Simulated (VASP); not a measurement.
Co: single point with PBEsol

Crystal: Co.

```
Co
1.0
     2.50503    0.00000    0.00000
    -1.25252    2.16942    0.00000
     0.00000    0.00000    3.92042
Co
2
Direct
  0.33333 0.66667 0.25000
  0.66667 0.33333 0.75000
```

This cell differs from its parent crystal: biaxial strain in the a-b plane: +2.0 %.

| Item | Value |
| --- | --- |
| Program | VASP 6.6.1 |
| Task | single point |
| Functional | PBEsol |
| Potentials or basis | VASP PAW PBE potentials, release 64 (Co) |
| Cutoff | 520 eV |
| k mesh | 21 × 21 × 10 |
| Occupations | gaussian, width 0.1 eV |
| Spin | collinear spin, ferromagnetic start |
| Starting moments | [1.79, 1.79] μB |
| Dipole correction | no |
| Further INCAR settings | ALGO = Fast; EDIFF = 1e-06; NBANDS = 20 |

| Quantity | Value |
| --- | --- |
| Pressure | -6.8 GPa |
| Net moment | 3.15 μB per cell |
| Site moments | Co +1.59 μB |
| Valence electrons inside the program's atomic spheres | Co 8.31 |

Stress tensor (GPa, compression positive):
```
-9.95  0.00  0.00
 0.00 -9.95  0.00
 0.00  0.00 -0.61
```

Levels at points of the mesh, in eV from the Fermi level:
Spin up:
```
           k point  band 8  band 9  band 10  band 11  band 12  band 13  band 14  band 15
(0.00, 0.00, 0.00)   -1.99   -1.99    -0.72    -0.72     0.26     7.01    21.67    24.11
(0.00, 0.00, 0.50)   -2.70   -1.04    -1.04    -1.04    -1.04    16.08    16.08    22.44
```
Spin down:
```tsv
k point	band 4	band 5	band 6	band 7	band 8	band 9	band 10	band 11
(0.00, 0.00, 0.00)	-1.00	-0.81	-0.58	-0.58	-0.32	-0.32	0.27	1.08
(0.00, 0.00, 0.50)	-1.43	-1.12	-1.12	-1.12	-1.12	0.74	0.74	0.74
```

It took 2.5 min on 1 thread of AMD EPYC 9R45 96-Core Processor (Zen 5) (shared host), peak memory 0.25 GiB.

Caveat: the cell differs from its parent crystal (biaxial strain in the a-b plane: +2.0 %); the PAW data sets were made with another functional, which shifts forces and pressure a little.
